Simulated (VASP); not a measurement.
The system is Yb.

```
Yb
1.0
     0.00000    2.35818    2.35818
     2.35818    0.00000    2.35818
     2.35818    2.35818    0.00000
Yb
1
Direct
  0.00000 0.00000 0.00000
```

- Program: VASP 6.6.1
- Task: relaxation of cell and atoms
- Functional: PBE
- Potentials or basis: VASP PAW PBE potentials, release 64 (Yb)
- Cutoff: 600 eV
- k mesh: 13 × 13 × 13
- Occupations: fermi-dirac, width 0.05 eV
- Spin: no spin polarisation

At the start: pressure 9.9 GPa; volume 26.23 Å³/atom.

Q: How do energy, volume and symmetry change on relaxing?

A: Over 17 steps the energy falls by 216.3 meV/atom and the volume is 35.11 Å³/atom (+33.9 %); space group Fm-3m (No. 225, to 0.05 Å).

The path:
| step | energy change (eV) | largest force (eV/Å) | pressure (GPa) | volume (Å³) |
| --- | --- | --- | --- | --- |
| 1 | 0.0000 | 0.0000 | 9.92 | 26.23 |
| 2 | -0.2074 | 0.0000 | 0.98 | 32.89 |
| 3 | -0.2150 | 0.0000 | 1.31 | 34.09 |
| 4 | -0.2110 | 0.0000 | -1.39 | 36.59 |
| 5 | -0.2162 | 0.0000 | -0.54 | 35.25 |
| 6 | -0.2164 | 0.0000 | -0.18 | 34.90 |
| 7 | -0.2163 | 0.0000 | -1.47 | 34.71 |
| 8 | -0.2158 | 0.0000 | 1.08 | 34.40 |
| 9 | -0.2161 | 0.0000 | 0.96 | 34.57 |
| 10 | -0.2163 | 0.0000 | 0.30 | 35.09 |
| 11 | -0.2160 | 0.0000 | -2.54 | 35.33 |
| 12 | -0.2163 | 0.0000 | -0.58 | 35.12 |
| 13 | -0.2163 | 0.0000 | 0.36 | 35.04 |
| 14 | -0.2163 | 0.0000 | 1.33 | 35.07 |
| 15 | -0.2163 | 0.0000 | 0.47 | 35.10 |
| 16 | -0.2163 | 0.0000 | 0.54 | 35.11 |
| 17 | -0.2163 | 0.0000 | 0.00 | 35.11 |

Final structure:
```
Yb
1.0
     0.00000    2.59899    2.59899
     2.59899    0.00000    2.59899
     2.59899    2.59899    0.00000
Yb
1
Direct
  0.00000 0.00000 0.00000
```

Caveat: the electronic state changed during the relaxation; the volume moved by over 15 % at a fixed basis, so the end points are rough.
